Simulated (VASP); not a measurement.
A run of VASP 6.6.1:

INCAR

```
  PREC = Accurate
  ENCUT = 520
  EDIFF = 1E-7
  ISMEAR = 0
  SIGMA = 0.1
  LREAL = F
  LASPH = T
  NELM = 100
  ALGO = Fast
  ISIF = 2
  LWAVE = F
  LCHARG = T
  GGA = PS
  LELF = T
  LVHAR = T
  NBANDS = 19
```

The input KPOINTS:

```
Automatic mesh
0
Gamma
  12 12 12
```

The input POSCAR:

```
Hg
1.0
    3.7807521512      0.0000000000      0.0000000000
    0.0000000000      3.7807521512      0.0000000000
    0.0000000000      0.0000000000      3.2759039743
Hg
2
Direct
    0.0000000000      0.0000000000      0.0000000000
    0.5000000000      0.5000000000      0.5000000000
```

Potentials or basis: VASP PAW PBE potentials, release 64 (Hg).

Run with:

```console
$ cat potpaw_PBE.64/Hg/POTCAR > POTCAR
$ mpirun -np 1 vasp_std > vasp.out
```

Hardware: 1 thread of Intel Xeon 6975P-C (shared host).

Question: How long does it take, and how much memory?

Answer: It took 85 s on 1 thread of Intel Xeon 6975P-C, with other jobs on the host, peak memory 0.26 GiB. Counts: scf iterations 12, k points 196.
